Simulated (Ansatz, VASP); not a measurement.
SrMg in VASP and in Ansatz

INCAR

```
SYSTEM = SrMg
PREC     = Accurate       ! precision mode
ENCUT    = 520            ! plane-wave cutoff, eV
EDIFF    = 1E-7           ! SCF threshold, eV
ISMEAR   = -1             ! smearing method
SIGMA    = 0.05           ! smearing width, eV
LREAL    = .False.        ! projectors in reciprocal space
LASPH    = .True.         ! aspherical terms in the spheres
NELM     = 60             ! most SCF steps
ALGO     = Normal         ! electronic algorithm
ISIF     = 2              ! what is computed and relaxed
LWAVE    = .False.        ! write WAVECAR
LCHARG   = .False.        ! write CHGCAR
GGA      = CA             ! functional
NBANDS   = 13             ! bands
```

Contents of KPOINTS:

```
regular mesh
0
Gamma
  9 9 9
  0 0 0
```

Contents of POSCAR:

```
SrMg
1.0
    3.8610000000      0.0000000000      0.0000000000
    0.0000000000      3.8610000000      0.0000000000
    0.0000000000      0.0000000000      3.9000000000
Sr Mg
1 1
Direct
    0.5000000000      0.5000000000      0.5000000000
    0.0000000000      0.0000000000      0.0000000000
```

Input for Ansatz:

```yaml
crystal:
  lattice:
    - [3.861, 0.0, 0.0]
    - [0.0, 3.861, 0.0]
    - [0.0, 0.0, 3.9]
  atoms:
    - { symbol: Sr, position: [0.5, 0.5, 0.5] }
    - { symbol: Mg, position: [0.0, 0.0, 0.0] }
kpoints:
  mp_grid: { grid: [9, 9, 9] }
  band_path:
    path:
      - [0.0, 0.0, 0.0]
      - [0.0, 0.5, 0.0]
      - [0.5, 0.5, 0.0]
      - [0.0, 0.0, 0.0]
      - [0.0, 0.0, 0.5]
      - [0.0, 0.5, 0.5]
      - [0.5, 0.5, 0.5]
      - [0.0, 0.0, 0.5]
      - [0.0, 0.5, 0.0]
    npoints: 5
scf:
  occupations: { method: fermi_dirac, width: 0.05 }
hamiltonian:
  xc: lda
  pseudopotentials: { kind: all_electron, lapw: { basis_error: 0.0005 } }
output:
  forces: true
  stress: true
  eigenvalues: true
```

Change from the starting cell: equal xx and yy strain of -1 %.

Alike in both runs: task single point; functional LDA; k mesh 9 × 9 × 9; occupations fermi-dirac, width 0.05 eV; no spin polarisation.

|  | VASP | Ansatz |
| --- | --- | --- |
| version | VASP 6.6.1 | Ansatz 0.2.0 |
| potentials or method | VASP PAW LDA potentials, release 64 (Sr_sv, Mg), cutoff 520 eV | all-electron LAPW, scalar-relativistic |

```csv
,VASP,Ansatz,Ansatz less VASP
pressure (GPa),4.0,4.2,+0.14
"traceless stress, the component that is largest in VASP (GPa)",-0.11,-0.11,+0.002
```

LDA's correlation is that of Perdew and Zunger in VASP and of Perdew and Wang (1992) in Ansatz. Ansatz ran all-electron here, and VASP with PAW potentials.
